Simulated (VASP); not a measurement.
Set up this calculation in VASP 6.6.1, as the native input.

- Task: single point
- Functional: PBE
- Potentials or basis: VASP PAW PBE potentials, release 64 (Rh_pv)
- Cutoff: 520 eV
- k mesh: 22 × 22 × 22
- Occupations: methfessel-paxton, width 0.02 eV
- Spin: no spin polarisation
- Dipole correction: no
- Further INCAR settings: ALGO = Fast; EDIFF = 1e-06; NBANDS = 14

The structure of Rh lies in POSCAR:

```
Rh
1.0
    0.0000000000      1.8064725000      1.8540112500
    1.8064725000      0.0000000000      1.8540112500
    1.8064725000      1.8064725000      0.0000000000
Rh
1
Direct
    0.0000000000      0.0000000000      0.0000000000
```

This cell differs from its parent crystal: strain -0.050 along x and y, -0.025 along z.

One way to write it, as run:

INCAR

```
PREC     = Accurate       # precision mode
ENCUT    = 520            # plane-wave cutoff, eV
EDIFF    = 1E-6           # SCF threshold, eV
ISMEAR   = 1              # smearing method
SIGMA    = 0.02           # smearing width, eV
LREAL    = F              # projectors in reciprocal space
LASPH    = T              # aspherical terms in the spheres
NELM     = 100            # most SCF steps
ALGO     = Fast           # electronic algorithm
ISIF     = 2              # what is computed and relaxed
LWAVE    = F              # write WAVECAR
LCHARG   = F              # write CHGCAR
GGA      = PE             # functional
NBANDS   = 14             # bands
```

KPOINTS

```
Automatic mesh
0
Gamma
  22 22 22
```

Potentials or basis: VASP PAW PBE potentials, release 64 (Rh_pv).

Launch:

```console
$ cat potpaw_PBE.64/Rh_pv/POTCAR > POTCAR
$ mpirun -np 1 vasp_std > vasp.out
```

Results of the run:

| Quantity | Value |
| --- | --- |
| Pressure | 56.2 GPa |

Caveat: the cell differs from its parent crystal (strain -0.050 along x and y, -0.025 along z).

Wall time 88 s on 1 thread of AMD EPYC 7R13 Processor (Zen 3), with other jobs on the host, peak memory 0.21 GiB.
